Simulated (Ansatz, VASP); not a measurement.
# AlN: VASP beside Ansatz

```xyz
4
Lattice="3.1138 0.0000 0.0000 -1.5569 2.6966 0.0000 0.0000 0.0000 4.9836" Properties=species:S:1:pos:R:3 pbc="T T T"
Al    1.5569    0.8989    2.4869
Al    0.0000    1.7977    4.9788
N     1.5569    0.8989    4.3905
N     0.0000    1.7977    1.8987
```

Alike in both runs: task single point; functional PBEsol; k mesh 9 × 9 × 4; occupations gaussian, width 0.02 eV; no spin polarisation.

|  | VASP | Ansatz |
| --- | --- | --- |
| version | VASP 6.6.1 | Ansatz 0.2.0 |
| potentials or method | VASP PAW PBE potentials, release 64 (Al, N), cutoff 520 eV | scalar-relativistic, plane waves, PAW |
| valence electrons in the cell | 16 | 16 |

```csv
,VASP,Ansatz,Ansatz less VASP
gap on the k mesh at the Fermi level (eV),4.11,4.09,-0.017
least direct gap on the mesh (eV),4.11,4.09,-0.017
pressure (GPa),0.0,0.0,+0.01
```

VASP's potentials were made for PBE, not for PBEsol.
